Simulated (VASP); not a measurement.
Here is a VASP 6.6.1 calculation.

Contents of INCAR:

```
SYSTEM = GaAs
  PREC = Accurate
  ENCUT = 520
  EDIFF = 1E-8
  ISMEAR = 0
  SIGMA = 0.01
  LREAL = .FALSE.
  LASPH = .TRUE.
  NELM = 100
  ALGO = Normal
  ISIF = 2
  LWAVE = .FALSE.
  LCHARG = .FALSE.
  GGA = CA
  LEPSILON = .TRUE.
```

KPOINTS

```
Automatic mesh
0
G
  8 8 8
  0 0 0
```

POSCAR

```
GaAs
1.0
    0.0000000000      2.8268500000      2.8268500000
    2.8268500000      0.0000000000      2.8268500000
    2.8268500000      2.8268500000      0.0000000000
Ga As
1 1
Direct
    0.0000000000      0.0000000000      0.0000000000
    0.2500000000      0.2500000000      0.2500000000
```

Potentials or basis: VASP PAW LDA potentials, release 64 (Ga_d, As).

Command:

```bash
$ cat potpaw_LDA.64/Ga_d/POTCAR potpaw_LDA.64/As/POTCAR > POTCAR
$ mpirun -np 1 vasp_std > vasp.out
```

(1) Predict the electronic dielectric tensor (diagonal).

(2) What does it give for the Born charges (mean of the diagonal)?

(3) Predict the band gap on the k mesh.

Results:

(1) 70.57.

(2) Ga +2.37; As -2.37 e.

(3) 0.33 eV, direct.

Caveat: the gap is small at this level, which inflates the dielectric constant.
